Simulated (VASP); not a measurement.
# Bi (R-3m) in VASP: notebook, part 2 of 2

VASP 6.6.1. Earlier steps stand in the parts before.

**4. Single point, r2SCAN**

Input file POSCAR:

```
Bi
1.0
    2.2672586491      1.3090023913      4.1166667488
   -2.2672586491      1.3090023913      4.1166667488
    0.0000000000     -2.6180047827      4.1166667487
Bi
2
Direct
    0.2317091399      0.2317091399      0.2317091399
    0.7682908601      0.7682908601      0.7682908601
```

Input file INCAR.step1:

```
SYSTEM = Bi
  PREC = Accurate
  ENCUT = 520
  ISMEAR = -1
  SIGMA = 0.03
  LREAL = .False.
  LASPH = .True.
  NELM = 60
  NBANDS = 22
  GGA = PE
  ALGO = Normal
  EDIFF = 1E-4
  LWAVE = .True.
  LCHARG = .False.
```

Input file INCAR.step2:

```
SYSTEM = Bi
  PREC = Accurate
  ENCUT = 520
  EDIFF = 1E-6
  ISMEAR = -1
  SIGMA = 0.03
  LREAL = .False.
  LASPH = .True.
  NELM = 60
  ALGO = Normal
  ISIF = 2
  LWAVE = .False.
  LCHARG = .False.
  METAGGA = R2SCAN
  LMIXTAU = .True.
  NBANDS = 22
  ISTART = 1
```

Input file KPOINTS:

```
Automatic mesh
0
Gamma
  9 9 9
  0 0 0
```

Potentials or basis: VASP PAW PBE potentials, release 64 (Bi_d).

Launch:

```bash
cat potpaw_PBE.64/Bi_d/POTCAR > POTCAR
cp INCAR.step1 INCAR
mpirun -np 1 vasp_std > vasp.out
cp INCAR.step2 INCAR
mpirun -np 1 vasp_std > vasp.out
```

OUTCAR:

```text
SYSTEM = Bi
   PREC = Accurate
   ENCUT = 520
   EDIFF = 1E-6
   ISMEAR = -1
   LREAL = .False.
   LASPH = .True.
   NELM = 60
   ISIF = 2
   METAGGA = R2SCAN
   ISTART = 1

 ion  position               nearest neighbor table
   1  0.232  0.232  0.232-   2 3.07   2 3.07   2 3.07   2 3.63   2 3.63   2 3.63
   2  0.768  0.768  0.768-   1 3.07   1 3.07   1 3.07   1 3.63   1 3.63   1 3.63

  LATTYP: Found a trigonal (rhomboedric) cell.
 ALAT       =     4.8786160090
 COS(alpha) =     0.5680446502

  Lattice vectors:

 A1 = (   2.2672586491,   1.3090023913,   4.1166667488)
 A2 = (  -2.2672586491,   1.3090023913,   4.1166667488)
 A3 = (   0.0000000000,  -2.6180047827,   4.1166667487)

Analysis of symmetry for initial positions (statically):
=====================================================================
 Subroutine PRICEL returns:
 Original cell was already a primitive cell.

 Routine SETGRP: Setting up the symmetry group for a
 trigonal (rhombohedral) supercell.

 Subroutine GETGRP returns: Found 12 space group operations
 (whereof 12 operations were pure point group operations)
 out of a pool of 12 trial point group operations.

The static configuration has the point symmetry D_3d.

Analysis of symmetry for dynamics (positions and initial velocities):
=====================================================================
 Subroutine PRICEL returns:
 Original cell was already a primitive cell.

 Routine SETGRP: Setting up the symmetry group for a
 trigonal (rhombohedral) supercell.

 Subroutine GETGRP returns: Found 12 space group operations
 (whereof 12 operations were pure point group operations)
 out of a pool of 12 trial point group operations.

The dynamic configuration has the point symmetry D_3d.

 Subroutine INISYM returns: Found 12 space group operations
 (whereof 12 operations are pure point group operations),
 and found     1 'primitive' translations
[... 108 lines left out ...]
   EMIN   =  10.00;   EMAX   =-10.00  energy-range for DOS
   EFERMI =   0.00;   METHOD = LEGACY
   ISMEAR =    -1;   SIGMA  =   0.03  broadening in eV -4-tet -1-fermi 0-gaus
   EFERMI_NEDOS =   21; number of points for ismear=-14 and -15
   IALGO  =     38    algorithm
   IMIX   =      4    mixing-type and parameters
     AMIX     =   0.40;   BMIX     =  1.00
     AMIX_MAG =   1.60;   BMIX_MAG =  1.00
  volume/ion in A,a.u.               =      36.65       247.35
  Fermi-wavevector in a.u.,A,eV,Ry     =   1.215446  2.296860 20.100017  1.477310
  Thomas-Fermi vector in A             =   2.350833
   LORBIT       =      0    0 simple, 1 ext, 2 COOP (PROOUT), +10 PAW based schemes
   METAGGA = R2SCAN    functional components
   LHFCALC =     F    Hartree Fock is set to
   AEXX    =    0.0000 exact exchange contribution
   IVDW    =     0    specifies the selected vdW correction
   LEPSILON=     F    determine dielectric tensor
   LRPA    =     F    only Hartree local field effects (RPA)
 non-spin polarized calculation
  energy-cutoff  :      520.00
  volume of cell :       73.31
 maximum number of plane-waves:      2004
   NGX = 19   NGY = 19   NGZ = 19

 number of electron      30.0000004 magnetization

 Free energy of the ion-electron system (eV)
  ---------------------------------------------------
  ext. energy  EPLUGINS =         0.00000000
  ---------------------------------------------------
  free energy    TOTEN  =      -117.00963805 eV

  energy without entropy =     -117.00898159  energy(sigma->0) =     -117.00930982

 E-fermi :   5.8275     XC(G=0):  -9.9747

 val. band max:        5.8035178459   @ k =   0.4444   0.3333   0.3333
 cond. band min:       5.8501436307   @ k =   0.4444   0.0000   0.0000
 fundamental gap:      0.0466257848
 Fermi energy:         5.8275146373

 k-point     1 :       0.0000    0.0000    0.0000
  band No.  band energies     occupation
      1     -17.7850      2.00000
      2     -17.7850      2.00000
      3     -17.6300      2.00000
      4     -17.6300      2.00000
      5     -17.6088      2.00000
      6     -17.4381      2.00000
[... 589 lines left out ...]
     21      15.7868      0.00000
     22      16.4124      0.00000

 [... further k-points ...]

------------------------ aborting loop because EDIFF is reached ----------------------------------------

  FORCE on cell =-STRESS in cart. coord.  units (eV):
  Direction    XX          YY          ZZ          XY          YZ          ZX
  --------------------------------------------------------------------------------------
  -------------------------------------------------------------------------------------
  Total       -0.0129374     -0.0129374     -0.0260062      0.0000000     -0.0000000      0.0000000
  in kB       -0.2827611     -0.2827611     -0.5683933      0.0000000     -0.0000000      0.0000000
  external PRESSURE =      -0.3779718 kB  Pullay stress =       0.0000000 kB

 VOLUME and BASIS-vectors are now :
 -----------------------------------------------------------------------------
  energy-cutoff  :      520.00
  volume of cell :       73.31
      direct lattice vectors                 reciprocal lattice vectors
     2.267258649  1.309002391  4.116666749     0.220530640  0.127323424  0.080971658
    -2.267258649  1.309002391  4.116666749    -0.220530640  0.127323424  0.080971658
     0.000000000 -2.618004783  4.116666749     0.000000000 -0.254646848  0.080971658

 POSITION                                       TOTAL-FORCE (eV/Angst)
 -----------------------------------------------------------------------------------
      0.00000     -0.00000      2.86161         0.000000     -0.000000      0.006614
      0.00000     -0.00000      9.48839         0.000000      0.000000     -0.006614
 -----------------------------------------------------------------------------------
    total drift:                               -0.000000      0.000000     -0.000000

  FREE ENERGIE OF THE ION-ELECTRON SYSTEM (eV)
  ---------------------------------------------------
  free  energy   TOTEN  =      -117.0096380459 eV

  energy  without entropy=     -117.0089815850  energy(sigma->0) =     -117.00930982
```

OSZICAR.step1:

```text
N       E                     dE             d eps       ncg     rms          rms(c)
DAV:   1     0.306505973944E+03    0.30651E+03   -0.16209E+04  3740   0.162E+03
DAV:   2     0.179810105396E+02   -0.28852E+03   -0.28178E+03  3818   0.431E+02
DAV:   3    -0.689484421191E+01   -0.24876E+02   -0.24615E+02  4544   0.142E+02
DAV:   4    -0.774196920555E+01   -0.84712E+00   -0.84680E+00  4604   0.291E+01
DAV:   5    -0.777642049757E+01   -0.34451E-01   -0.34450E-01  5424   0.526E+00    0.109E+00
DAV:   6    -0.777363963245E+01    0.27809E-02   -0.16121E-02  4956   0.132E+00    0.662E-01
DAV:   7    -0.777339752834E+01    0.24210E-03   -0.12592E-02  4566   0.121E+00    0.108E-01
DAV:   8    -0.777363645480E+01   -0.23893E-03   -0.16619E-03  4352   0.431E-01    0.256E-02
DAV:   9    -0.777366327930E+01   -0.26825E-04   -0.54077E-05  2932   0.637E-02
   1 F= -.77736633E+01 E0= -.77730608E+01  d E =-.120495E-02
```

It took 6.9 min on 1 thread of AMD EPYC 7R13 (Zen 3), shared host; peak memory 0.25 GiB.

What came out:

* Free energy: -117.0096 eV
* Pressure: 0.0 GPa
* Largest force: 0.007 eV/Å
* Band gap on the k mesh: 0.05 eV, indirect (least direct gap 0.49 eV)

Forces in eV/Å, atoms in the order of the input:
```
Bi   0.000  0.000  0.007
Bi   0.000  0.000 -0.007
```

Levels at points of the mesh, in eV from the valence-band top:
```
           k point  band 13  band 14  band 15  band 16  band 17  band 18
(0.00, 0.00, 0.00)    -1.71    -1.20    -1.20     2.36     2.94     2.94
```

Caveat: the PAW data sets were made with another functional, which shifts forces and pressure a little; spin-orbit coupling is left out, which moves the levels of the heavy elements. A k mesh can miss the band edges.

**5. The runs side by side**

| smearing | gap on the mesh (eV) | pressure (GPa) | largest force (eV/Å) |
| --- | --- | --- | --- |
| fermi-dirac 0.1 eV | - | 0.0 | 0.01 |
| fermi-dirac 0.01 eV | 0.05 | 0.0 | - |
| fermi-dirac 0.03 eV | 0.05 | 0.0 | 0.01 |

Alike in all rows: task single point; level r2SCAN; potentials or basis VASP PAW PBE potentials, release 64 (Bi_d); no spin polarisation; cell as given; k mesh 9 × 9 × 9; cutoff (eV) 520.

Caveats: the PAW data sets were made with another functional, which shifts forces and pressure a little; spin-orbit coupling is left out, which moves the levels of the heavy elements.

Total energies depend on the potentials used, so only differences within one code and one set of settings carry meaning.
